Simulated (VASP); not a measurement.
A run of VASP 6.6.1 is set up as follows.

INCAR

```
ALGO = Normal
EDIFF = 1E-7
EDIFFG = -0.005
ENCUT = 600
GGA = PE
IBRION = 2
ISIF = 4
ISMEAR = -1
LASPH = True
LCHARG = False
LREAL = False
LWAVE = False
NELM = 100
NSW = 50
PREC = Accurate
SIGMA = 0.05
```

Contents of KPOINTS:

```
k-points
0
Gamma
  13 13 7
```

POSCAR

```
AlN
1.0
    2.9995861881      0.0000000000      0.0000000000
   -1.4997930941      2.5977178398      0.0000000000
    0.0000000000      0.0000000000      4.8087713793
Al N
2 2
Direct
    0.3333333333      0.6666666667     -0.0027598285
    0.6666666667      0.3333333333      0.4972401715
    0.3333333333      0.6666666667      0.3787598285
    0.6666666667      0.3333333333      0.8787598285
```

Potentials or basis: VASP PAW PBE potentials, release 64 (Al, N).

Launch:

```sh
$ cat potpaw_PBE.64/Al/POTCAR potpaw_PBE.64/N/POTCAR > POTCAR
$ mpirun -np 1 vasp_std > vasp.out
```

Predict the band gap on the k mesh.

5.12 eV.

Final structure:
```
CELL_PARAMETERS angstrom
3.01102 0.00000 0.00000
-1.50551 2.60762 0.00000
0.00000 0.00000 4.77232
ATOMIC_POSITIONS crystal
Al 0.33333 0.66667 0.99551
Al 0.66667 0.33333 0.49551
N 0.33333 0.66667 0.38049
N 0.66667 0.33333 0.88049
```

Caveat: an odd mesh through Γ misses points on the zone boundary, where band edges can lie.
